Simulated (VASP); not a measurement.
BeCd3S2:

```
Be Cd S
1.0
     4.65849    0.00000    0.00000
     0.00000    4.65849    0.00000
     0.00000    0.00000    6.63404
Be Cd S
1 3 2
Direct
  0.00000 0.00000 0.50000
  0.50000 0.50000 0.00000
  0.00000 0.00000 0.00000
  0.50000 0.50000 0.50000
  0.00000 0.50000 0.26791
  0.50000 0.00000 0.73209
```

The cell was generated, and may not be a known phase.

```yaml
Program: VASP 6.6.1
Task: relaxation of cell and atoms
Functional: PBE
Potentials_or_basis: VASP PAW PBE potentials, release 64 (Be, Cd, S)
Cutoff: 600 eV
k_mesh: 4 × 4 × 4
Occupations: gaussian, width 0.1 eV
Spin: no spin polarisation
```

At the start: pressure -2.5 GPa; volume 23.99 Å³/atom.

Task: Where does the relaxation end?

Result: Over 32 steps the energy falls by 353.1 meV/atom and the volume is 26.18 Å³/atom (+9.1 %); space group P-4m2 (No. 115, to 0.1 Å) before and after.

The path:
| step | energy change (eV) | largest force (eV/Å) | pressure (GPa) | volume (Å³) |
| --- | --- | --- | --- | --- |
| 1 | 0.0000 | 1.1940 | -2.45 | 143.97 |
| 2 | -0.2245 | 1.3353 | -0.44 | 136.45 |
| 3 | -0.3708 | 1.3344 | 4.12 | 125.15 |
| 4 | -0.4898 | 1.2295 | 4.59 | 124.55 |
| 5 | -0.7554 | 0.6877 | 6.72 | 122.71 |
| 6 | -0.5620 | 1.3266 | 14.30 | 118.87 |
| 7 | -0.8362 | 0.3121 | 8.34 | 121.67 |
| 8 | -1.1039 | 0.1803 | 6.60 | 125.80 |
| 9 | -1.5875 | 0.3005 | 3.31 | 138.60 |
| 10 | -1.6319 | 0.8401 | 1.35 | 165.99 |
| 11 | -1.6786 | 0.7855 | 1.65 | 158.90 |
| 12 | -1.6936 | 0.7293 | 1.92 | 154.04 |
| 13 | -1.7518 | 0.4562 | 0.74 | 156.46 |
| 14 | -1.7737 | 0.1622 | -0.45 | 159.21 |
| 15 | -1.8055 | 0.1459 | -0.47 | 159.00 |
| 16 | -1.8960 | 0.0603 | -0.72 | 158.25 |
| 17 | -2.0393 | 0.3016 | -1.52 | 156.21 |
| 18 | -1.4830 | 1.7159 | -2.22 | 150.15 |
| 19 | -2.0336 | 0.5119 | -1.88 | 155.76 |
| 20 | -2.0710 | 0.4532 | -1.20 | 153.00 |
| 21 | -2.0839 | 0.4021 | -0.51 | 150.53 |
| 22 | -2.0840 | 0.3971 | -0.42 | 150.25 |
| 23 | -2.0914 | 0.3145 | -0.23 | 150.08 |
| 24 | -2.1005 | 0.0819 | 0.34 | 149.59 |
| 25 | -2.1035 | 0.0778 | 0.25 | 150.33 |
| 26 | -2.1100 | 0.0664 | 0.00 | 152.55 |
| 27 | -2.1127 | 0.0437 | -0.43 | 157.04 |
| 28 | -2.1132 | 0.0485 | -0.32 | 155.76 |
| 29 | -2.1162 | 0.0254 | -0.04 | 155.78 |
| 30 | -2.1167 | 0.0700 | 0.12 | 155.79 |
| 31 | -2.1178 | 0.0464 | 0.06 | 156.21 |
| 32 | -2.1187 | 0.0052 | -0.05 | 157.10 |

Final structure:
```
Be Cd S
1.0
     4.16468    0.00000    0.00000
     0.00000    4.16468    0.00000
     0.00000    0.00000    9.05757
Be Cd S
1 3 2
Direct
  0.00000 0.00000 0.50000
  0.50000 0.50000 0.00000
  0.00000 0.00000 0.00000
  0.50000 0.50000 0.50000
  0.00000 0.50000 0.35349
  0.50000 0.00000 0.64651
```

Caveat: a cell axis changed by over 15 % at a fixed basis, so the end point is rough.
